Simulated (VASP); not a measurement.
# H (P6_3/mmc) in VASP: notebook, part 2 of 2

VASP 6.6.1. The steps go on from the part before.

### 3 Single point, PBE, collinear spin

This run uses another cell than the first one, of 58.18 Å³/atom.

INCAR

```
ALGO     = Normal         # electronic algorithm
EDIFF    = 1E-6           # SCF threshold, eV
ENCUT    = 520            # plane-wave cutoff, eV
GGA      = PE             # functional
ISIF     = 2              # what is computed and relaxed
ISMEAR   = 0              # smearing method
ISPIN    = 2              # spin polarisation
LASPH    = T              # aspherical terms in the spheres
LCHARG   = F              # write CHGCAR
LORBIT   = 11             # projections on sites
LREAL    = F              # projectors in reciprocal space
LWAVE    = F              # write WAVECAR
MAGMOM   = 1.05 1.05      # initial moments
NBANDS   = 12             # bands
NELM     = 150            # most SCF steps
PREC     = Accurate       # precision mode
SIGMA    = 0.05           # smearing width, eV
```

KPOINTS

```
k-points
0
Gamma
  6 6 6
```

POSCAR

```
H
1.0
    5.6985316262      0.0000000000      0.0000000000
   -2.8492658131      4.9350731526      0.0000000000
    0.0000000000      0.0000000000      4.1379000000
H
2
Direct
    0.3333333333      0.6666666667      0.2500000000
    0.6666666667      0.3333333333      0.7500000000
```

Potentials or basis: VASP PAW PBE potentials, release 64 (H).

Started as:

```console
> cat potpaw_PBE.64/H/POTCAR > POTCAR
> mpirun -np 1 vasp_std > vasp.out
```

It took 36 s on 1 thread of Intel Xeon 6975P-C (Granite Rapids), shared host; peak memory 0.27 GiB.

It converged, with:

| Quantity | Value |
| --- | --- |
| Free energy | -2.2393 eV |
| Pressure | 0.0 GPa |
| Band gap on the k mesh | 6.76 eV (least direct gap 7.18 eV) |
| Net moment | 2.00 μB per cell |
| Site moments | H +0.38 μB |
| Valence electrons inside the program's atomic spheres | H 0.38 |

Levels at points of the mesh, in eV from the valence-band top:
Spin up:
| k point | band 1 | band 2 | band 3 | band 4 | band 5 |
| --- | --- | --- | --- | --- | --- |
| (0.00, 0.00, 0.00) | -0.88 | 0.00 | 7.71 | 9.54 | 9.54 |
| (0.50, 0.00, 0.00) | -0.58 | -0.30 | 6.94 | 8.44 | 9.04 |
| (0.00, 0.00, 0.50) | -0.27 | -0.27 | 7.99 | 7.99 | 11.44 |
| (0.50, 0.00, 0.50) | -0.23 | -0.23 | 7.83 | 7.83 | 9.92 |
Spin down:
```
           k point  band 1  band 2  band 3  band 4  band 5
(0.00, 0.00, 0.00)    9.38   14.67   14.67   16.09   16.62
(0.50, 0.00, 0.00)   10.05   12.09   13.89   15.43   18.77
(0.00, 0.00, 0.50)   11.55   11.55   16.83   16.83   16.83
(0.50, 0.00, 0.50)   12.23   12.23   14.16   14.16   16.07
```

Caveat: the atoms stand far beyond bonding distance.

### 4 Single point, PBE, collinear spin

This run uses another cell than the first one, of 59.19 Å³/atom.

INCAR

```
PREC = Accurate
ENCUT = 520
EDIFF = 1E-6
ISMEAR = 0
SIGMA = 0.05
LREAL = F
LASPH = T
NELM = 150
ALGO = Normal
ISIF = 2
LWAVE = F
LCHARG = T
ISPIN = 2
MAGMOM = 1.05 1.05
LORBIT = 11
GGA = PE
LELF = T
LVHAR = T
NBANDS = 12
```

KPOINTS

```
regular mesh
0
Gamma
  6 6 6
```

Edit POSCAR of step 3 so:

```diff
@@ -4,3 +4,3 @@
    -2.8492658131      4.9350731526      0.0000000000
-    0.0000000000      0.0000000000      4.1379000000
+    0.0000000000      0.0000000000      4.2092000000
 H
```

Started as:

```console
> cat potpaw_PBE.64/H/POTCAR > POTCAR
> mpirun -np 1 vasp_std > vasp.out
```

It took 38 s on 1 thread of Intel Xeon 6975P-C (Granite Rapids), shared host; peak memory 0.28 GiB.

The run converged. Its results:

- Free energy: -2.2398 eV
- Pressure: 0.0 GPa
- Band gap on the k mesh: 6.77 eV (least direct gap 7.18 eV)
- Net moment: 2.00 μB per cell
- Site moments: H +0.38 μB
- Valence electrons inside the program's atomic spheres: H 0.38

Levels at points of the mesh, in eV from the valence-band top:
Spin up:
| k point | band 1 | band 2 | band 3 | band 4 | band 5 | band 6 |
| --- | --- | --- | --- | --- | --- | --- |
| (0.00, 0.00, 0.00) | -0.86 | 0.00 | 7.68 | 9.56 | 9.56 | 10.49 |
| (0.50, 0.00, 0.00) | -0.56 | -0.29 | 6.94 | 8.47 | 8.98 | 11.37 |
| (0.00, 0.00, 0.50) | -0.28 | -0.28 | 7.95 | 7.95 | 11.39 | 11.39 |
| (0.50, 0.00, 0.50) | -0.24 | -0.24 | 7.79 | 7.79 | 9.86 | 9.86 |
Spin down:
```tsv
k point	band 1	band 2	band 3	band 4	band 5
(0.00, 0.00, 0.00)	9.33	14.64	14.64	15.98	16.52
(0.50, 0.00, 0.00)	10.03	12.00	13.84	15.29	18.46
(0.00, 0.00, 0.50)	11.43	11.43	16.72	16.72	16.72
(0.50, 0.00, 0.50)	12.13	12.13	14.00	14.00	15.95
```

Caveat: the atoms stand far beyond bonding distance. A k mesh can miss the band edges.

### 5 Single point, PBE, collinear spin

This run uses another cell than the first one, of 59.33 Å³/atom.

INCAR

```
PREC = Accurate
ENCUT = 520
EDIFF = 1E-7
ISMEAR = 0
SIGMA = 0.05
LREAL = False
LASPH = True
NELM = 150
ALGO = Normal
ISIF = 2
LWAVE = False
LCHARG = False
ISPIN = 2
MAGMOM = 1.05 1.05
LORBIT = 11
GGA = PE
NBANDS = 12
```

KPOINTS is that of step 4.

POSCAR

```
H
1.0
    5.5656000000      0.0000000000      0.0000000000
   -2.7828000000      4.8199509873      0.0000000000
    0.0000000000      0.0000000000      4.4233000000
H
2
Direct
    0.3333333333      0.6666666667      0.2500000000
    0.6666666667      0.3333333333      0.7500000000
```

Started as:

```console
> cat potpaw_PBE.64/H/POTCAR > POTCAR
> mpirun -np 1 vasp_std > vasp.out
```

Run time: 43 s. Hardware: 1 thread of Intel Xeon 6975P-C (Granite Rapids), shared host; peak memory 0.29 GiB.

Results (log left out):

| Quantity | Value |
| --- | --- |
| Free energy | -2.2401 eV |
| Pressure | 0.0 GPa |
| Band gap on the k mesh | 6.82 eV (least direct gap 7.21 eV) |
| Net moment | 2.00 μB per cell |
| Site moments | H +0.38 μB |
| Valence electrons inside the program's atomic spheres | H 0.38 |

Levels at points of the mesh, in eV from the valence-band top:
Spin up:
```csv
k point,band 1,band 2,band 3,band 4,band 5,band 6
"(0.00, 0.00, 0.00)",-0.88,0.00,7.67,9.78,9.78,10.72
"(0.50, 0.00, 0.00)",-0.56,-0.28,6.96,8.62,8.94,11.30
"(0.00, 0.00, 0.50)",-0.34,-0.34,7.87,7.87,11.40,11.40
"(0.50, 0.00, 0.50)",-0.29,-0.29,7.68,7.68,9.80,9.80
```
Spin down:
```
           k point  band 1  band 2  band 3
(0.00, 0.00, 0.00)    9.35   14.95   14.95
(0.50, 0.00, 0.00)   10.14   12.01   14.08
(0.00, 0.00, 0.50)   11.24   11.24   16.83
(0.50, 0.00, 0.50)   12.04   12.04   13.81
```

Caveat: the atoms stand far beyond bonding distance. A k mesh can miss the band edges.

### 6 Single point, PBE, collinear spin

This run uses another cell than the first one, of 59.88 Å³/atom.

INCAR

```
ALGO     = Normal         # electronic algorithm
EDIFF    = 1E-6           # SCF threshold, eV
ENCUT    = 520            # plane-wave cutoff, eV
GGA      = PE             # functional
ISIF     = 2              # what is computed and relaxed
ISMEAR   = 0              # smearing method
ISPIN    = 2              # spin polarisation
LASPH    = T              # aspherical terms in the spheres
LCHARG   = F              # write CHGCAR
LORBIT   = 11             # projections on sites
LREAL    = F              # projectors in reciprocal space
LWAVE    = F              # write WAVECAR
MAGMOM   = 1.05 1.05      # initial moments
NBANDS   = 12             # bands
NELM     = 150            # most SCF steps
PREC     = Accurate       # precision mode
SIGMA    = 0.05           # smearing width, eV
```

KPOINTS

```
k-points
0
Gamma
  6 6 6
```

POSCAR

```
H
1.0
    5.8315000000      0.0000000000      0.0000000000
   -2.9157500000      5.0502271422      0.0000000000
    0.0000000000      0.0000000000      4.0666000000
H
2
Direct
    0.3333333333      0.6666666667      0.2500000000
    0.6666666667      0.3333333333      0.7500000000
```

Potentials or basis: VASP PAW PBE potentials, release 64 (H).

Started as:

```console
> cat potpaw_PBE.64/H/POTCAR > POTCAR
> mpirun -np 1 vasp_std > vasp.out
```

Wall time 37 s (1 thread of Intel Xeon 6975P-C (Granite Rapids), shared host); peak memory 0.3 GiB.

Results (log left out):

| Item | Value |
| --- | --- |
| Free energy | -2.2398 eV |
| Pressure | 0.0 GPa |
| Band gap on the k mesh | 6.76 eV (least direct gap 7.16 eV) |
| Net moment | 2.00 μB per cell |
| Site moments | H +0.38 μB |
| Valence electrons inside the program's atomic spheres | H 0.38 |

Levels at points of the mesh, in eV from the valence-band top:
Spin up:
| k point | band 1 | band 2 | band 3 | band 4 | band 5 | band 6 | band 7 |
| --- | --- | --- | --- | --- | --- | --- | --- |
| (0.00, 0.00, 0.00) | -0.82 | 0.00 | 7.67 | 9.39 | 9.39 | 10.31 | 10.31 |
| (0.50, 0.00, 0.00) | -0.54 | -0.28 | 6.94 | 8.35 | 8.98 | 11.36 | 13.20 |
| (0.00, 0.00, 0.50) | -0.21 | -0.21 | 8.02 | 8.02 | 11.37 | 11.37 | 11.37 |
| (0.50, 0.00, 0.50) | -0.18 | -0.18 | 7.89 | 7.89 | 9.92 | 9.92 | 10.55 |
Spin down:
```csv
k point,band 1,band 2,band 3,band 4,band 5
"(0.00, 0.00, 0.00)",9.31,14.34,14.34,15.81,16.22
"(0.50, 0.00, 0.00)",9.93,11.93,13.60,15.19,18.95
"(0.00, 0.00, 0.50)",11.55,11.55,16.58,16.58,16.58
"(0.50, 0.00, 0.50)",12.19,12.19,14.09,14.09,15.86
```

Caveat: the atoms stand far beyond bonding distance.

### 7 Summary

```tsv
cell	gap on the mesh (eV)	pressure (GPa)	moment (μB)
a = 5.566, b = 5.566, c = 4.352 Å, angles 90.0, 90.0, 120.0°, 2 atoms	6.80	0.0	2.00
a = 5.699, b = 5.699, c = 4.138 Å, angles 90.0, 90.0, 120.0°, 2 atoms	6.76	0.0	2.00
a = 5.699, b = 5.699, c = 4.209 Å, angles 90.0, 90.0, 120.0°, 2 atoms	6.77	0.0	2.00
a = 5.566, b = 5.566, c = 4.423 Å, angles 90.0, 90.0, 120.0°, 2 atoms	6.82	0.0	2.00
a = 5.832, b = 5.832, c = 4.067 Å, angles 90.0, 90.0, 120.0°, 2 atoms	6.76	0.0	2.00
```

Alike in all rows: task single point; level PBE; potentials or basis VASP PAW PBE potentials, release 64 (H); spin collinear; k mesh 6 × 6 × 6; cutoff (eV) 520; smearing gaussian 0.05 eV.

Caveats: the atoms stand far beyond bonding distance.

Total energies depend on the potentials used, so only differences within one code and one set of settings carry meaning.
